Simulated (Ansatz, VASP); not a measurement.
Ti: VASP beside Ansatz

```
CELL_PARAMETERS angstrom
0.00000 2.10600 2.10600
2.10600 0.00000 2.10600
2.10600 2.10600 0.00000
ATOMIC_POSITIONS crystal
Ti 0.00000 0.00000 0.00000
```

Alike in both runs: task single point; functional RPBE; k mesh 15 × 15 × 15; occupations fermi-dirac, width 0.1 eV; no spin polarisation.

|  | VASP | Ansatz |
| --- | --- | --- |
| version | VASP 6.6.1 | Ansatz 0.2.0 |
| potentials or method | VASP PAW PBE potentials, release 64 (Ti_sv), cutoff 520 eV | plane waves (420 eV) with PAW, scalar-relativistic |
| valence electrons in the cell | 12 | 12 |

|  | VASP | Ansatz | Ansatz less VASP |
| --- | --- | --- | --- |
| pressure (GPa) | -3.9 | -3.7 | +0.18 |

VASP's potentials were made for PBE, not for RPBE.
